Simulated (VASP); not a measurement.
## Ga2F3: single point with PBE

Ga2F3:

```
Ga F
1.0
     4.20395    0.00000    0.00000
    -2.10197    3.64072    0.00000
     0.00000    0.00000    4.77047
Ga F
2 3
Direct
  0.33333 0.66667 0.19158
  0.66667 0.33333 0.80842
  0.00000 0.00000 0.00000
  0.33333 0.66667 0.59725
  0.66667 0.33333 0.40275
```

```json
{
 "Program": "VASP 6.6.1",
 "Task": "single point",
 "Functional": "PBE",
 "Potentials or basis": "VASP PAW PBE potentials, release 64 (Ga_d, F)",
 "Cutoff": "520 eV",
 "k mesh": "12 × 12 × 8",
 "Occupations": "gaussian, width 0.1 eV",
 "Spin": "no spin polarisation",
 "Dipole correction": "no",
 "Further INCAR settings": "ALGO = Normal; EDIFF = 1e-06; NBANDS = 32"
}
```

```
Pressure               : 0.1 GPa
Largest force          : 0.108 eV/Å
Band gap on the k mesh : zero (an odd number of electrons rules out a gap without spin polarisation)
```

Forces in eV/Å, atoms in the order of the input:
```
Ga   0.000  0.000 -0.108
Ga   0.000  0.000  0.108
F    0.000  0.000  0.000
F    0.000  0.000  0.108
F    0.000  0.000 -0.108
```

Stress tensor (GPa, compression positive):
```
-0.21  0.00  0.00
 0.00 -0.21  0.00
 0.00  0.00  0.68
```

Levels at points of the mesh, in eV from the Fermi level:
```
           k point  band 19  band 20  band 21  band 22  band 23  band 24  band 25  band 26  band 27  band 28
(0.00, 0.00, 0.00)    -4.14    -4.14    -3.52    -3.47    -3.47     1.30     4.54     4.54     5.30     7.14
(0.50, 0.00, 0.00)    -3.88    -3.76    -3.42    -3.40    -1.41    -0.64     4.14     5.13     6.19     7.01
(0.00, 0.00, 0.50)    -3.99    -3.99    -3.64    -3.64    -1.99     0.40     3.80     3.80     6.54     6.99
(0.50, 0.00, 0.50)    -4.13    -3.73    -3.41    -3.27    -0.63     0.17     2.83     4.49     5.00     7.47
```

Wall time 100 s on 1 thread of Intel(R) Xeon(R) 6975P-C (Granite Rapids), with other jobs on the host, peak memory 0.34 GiB.

Caveat: an odd number of electrons without spin polarisation forces a metal; a magnetic or distorted state may lie lower.
